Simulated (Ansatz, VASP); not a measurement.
Two plane-wave programs on Os

Contents of POSCAR:

```
Os
1.0
    0.0000000000      1.9450000000      1.9450000000
    1.9450000000      0.0000000000      1.9450000000
    1.9450000000      1.9450000000      0.0000000000
Os
1
Direct
    0.0000000000      0.0000000000      0.0000000000
```

Contents of INCAR.step1:

```
ALGO = Normal
EDIFF = 1E-4
ENCUT = 520
GGA = PE
ISMEAR = 0
LASPH = T
LCHARG = F
LREAL = F
LWAVE = T
NBANDS = 10
NELM = 60
PREC = Accurate
SIGMA = 0.15
```

File INCAR.step2:

```
ALGO = Normal
EDIFF = 1E-7
ENCUT = 520
ISIF = 2
ISMEAR = 0
ISTART = 1
LASPH = T
LCHARG = F
LMIXTAU = T
LREAL = F
LWAVE = F
METAGGA = R2SCAN
NBANDS = 10
NELM = 60
PREC = Accurate
SIGMA = 0.15
```

The input KPOINTS:

```
k-points
0
Gamma
  24 24 24
```

Input for Ansatz:

```yaml
crystal:
  lattice:
    - [0.0, 1.945, 1.945]
    - [1.945, 0.0, 1.945]
    - [1.945, 1.945, 0.0]
  atoms:
    - { symbol: Os, position: [0.0, 0.0, 0.0] }
basis:
  ecutwfc: 500
kpoints:
  mp_grid: { grid: [24, 24, 24] }
hamiltonian:
  xc: r2scan
scf:
  occupations: { method: gaussian, width: 0.15 }
output:
  forces: true
  stress: true
  eigenvalues: true
```

Alike in both runs: task single point; functional r2SCAN; k mesh 24 × 24 × 24; occupations gaussian, width 0.15 eV; no spin polarisation.

|  | VASP | Ansatz |
| --- | --- | --- |
| version | VASP 6.6.1 | Ansatz 0.2.0 |
| potentials or method | VASP PAW PBE potentials, release 64 (Os), cutoff 520 eV | scalar-relativistic, plane waves, PAW |
| valence electrons in the cell | 8 | 16 |

Ansatz gave:

* gap on the k mesh at the Fermi level (eV): none
* pressure (GPa): -16.9

**Question.** What did VASP give for the same quantities?

**Answer.** gap on the k mesh at the Fermi level (eV): none; pressure (GPa): -16.3.

VASP's potentials were made for PBE, not for r2SCAN. A gap of «none» marks a metal or a gap that the smearing closes. VASP's potentials hold 8 valence electrons a cell and Ansatz's 16, so a difference there can come from the potentials and not from the codes.

Spin-orbit coupling is off throughout.
